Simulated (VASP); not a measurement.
Here is a VASP 6.6.1 calculation.

The input INCAR:

```
ALGO = Normal
EDIFF = 1E-7
ENCUT = 520
GGA = PE
ISIF = 2
ISMEAR = 0
LASPH = T
LCHARG = F
LREAL = F
LWAVE = F
NBANDS = 15
NELM = 60
PREC = Accurate
SIGMA = 0.05
```

KPOINTS

```
k-points
0
Gamma
  6 6 4
```

The input POSCAR:

```
MgI2
1.0
    4.1846439568      0.0000000000      0.0000000000
   -2.0923219784      3.6240079724      0.0000000000
    0.0000000000      0.0000000000      7.7698369697
Mg I
1 2
Direct
    0.0000000000      0.0000000000      0.0000000000
    0.3333333333      0.6666666667      0.7858667836
    0.6666666667      0.3333333333      0.2141332164
```

Potentials or basis: VASP PAW PBE potentials, release 64 (Mg, I).

Command:

```sh
$ cat potpaw_PBE.64/Mg/POTCAR potpaw_PBE.64/I/POTCAR > POTCAR
$ mpirun -np 1 vasp_std > vasp.out
```

(1) Predict the largest force.

(2) Estimate the band gap on the k mesh.

(3) Predict the pressure.

## Answers

(1) 0.071 eV/Å.

(2) 3.63 eV, indirect (least direct gap 3.77 eV).

(3) 0.4 GPa.

Caveat: spin-orbit coupling is left out, which moves the levels of the heavy elements; this functional lacks dispersion, which binds the layers, so the pressure and a relaxed spacing across them are unreliable.
